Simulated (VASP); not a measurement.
SnO2: single point with PBE+D3(BJ)

Crystal: SnO2.

```xyz
12
Lattice="3.2373 1.8691 4.2908 -3.2373 1.8691 4.2908 0.0000 -3.7382 4.2908" Properties=species:S:1:pos:R:3 pbc="T T T"
Sn   -0.0117   -0.0068   11.1319
Sn   -0.0116   -1.8758    6.8412
Sn   -1.6303    0.9278    6.8412
Sn    1.6070    0.9278    6.8412
O    -1.6351   -0.9440    5.8505
O     1.6021   -0.9439    5.8508
O    -0.0164    1.8595    5.8508
O     0.1029    0.0594    7.8317
O    -0.0165   -0.0095    1.5600
O     0.1031   -1.8097    3.5407
O    -1.5157    0.9941    3.5407
O     1.7216    0.9940    3.5407
```

This cell differs from its parent crystal: atoms displaced along several vibrational modes.

| Item | Value |
| --- | --- |
| Program | VASP 6.6.1 |
| Task | single point |
| Functional | PBE |
| Dispersion | D3(BJ) |
| Potentials or basis | VASP PAW PBE potentials, release 64 (Sn_d, O) |
| Cutoff | 520 eV |
| k mesh | 6 × 6 × 6 |
| Occupations | gaussian, width 0.05 eV |
| Spin | no spin polarisation |
| Dipole correction | no |
| Further INCAR settings | ALGO = Normal; EDIFF = 1e-06; NBANDS = 64 |

| Property | Result |
| --- | --- |
| Pressure | 1.9 GPa |
| Largest force | 1.565 eV/Å |
| Band gap on the k mesh | 1.54 eV |
| Dispersion energy per atom | -0.201 eV |

Forces on the atoms (eV/Å):
```
Sn   1.050  0.606 -0.258
Sn   1.044  0.605 -0.259
Sn   1.046  0.602 -0.259
Sn   1.048  0.605 -0.255
O    0.273  0.158 -0.084
O    0.274  0.157 -0.087
O    0.273  0.159 -0.087
O   -1.318 -0.761  0.343
O    0.274  0.158 -0.087
O   -1.322 -0.763  0.344
O   -1.322 -0.763  0.344
O   -1.319 -0.762  0.345
```

Stress tensor (GPa, compression positive):
```
 2.66  1.05 -5.77
 1.05  1.44 -3.33
-5.77 -3.33  1.63
```

Levels at points of the mesh, in eV from the valence-band top:
| k point | band 49 | band 50 | band 51 | band 52 | band 53 | band 54 | band 55 | band 56 |
| --- | --- | --- | --- | --- | --- | --- | --- | --- |
| (0.00, 0.00, 0.00) | -0.15 | 0.00 | 0.00 | 0.00 | 1.54 | 4.68 | 4.68 | 5.03 |
| (0.50, 0.00, 0.00) | -0.30 | -0.30 | -0.12 | -0.12 | 4.18 | 4.18 | 5.48 | 5.48 |
| (0.00, 0.50, 0.00) | -0.45 | -0.45 | -0.04 | -0.04 | 3.98 | 3.98 | 5.58 | 5.58 |
| (0.50, 0.50, 0.00) | -0.57 | -0.57 | -0.13 | -0.13 | 4.40 | 4.40 | 5.60 | 5.60 |
| (0.00, 0.50, 0.50) | -0.59 | -0.59 | -0.21 | -0.21 | 4.57 | 4.57 | 5.42 | 5.42 |
| (0.50, 0.50, 0.50) | -0.91 | -0.90 | -0.88 | -0.88 | 3.45 | 5.14 | 5.15 | 5.57 |

It took 7.7 min on 1 thread of Intel(R) Xeon(R) Platinum 8559C (Emerald Rapids) (shared host), peak memory 0.57 GiB.

Caveat: the cell differs from its parent crystal (atoms displaced along several vibrational modes); spin-orbit coupling is left out, which moves the levels of the heavy elements; forces of over 1 eV/Å act on the atoms, so gaps and moduli don't describe the material at rest.
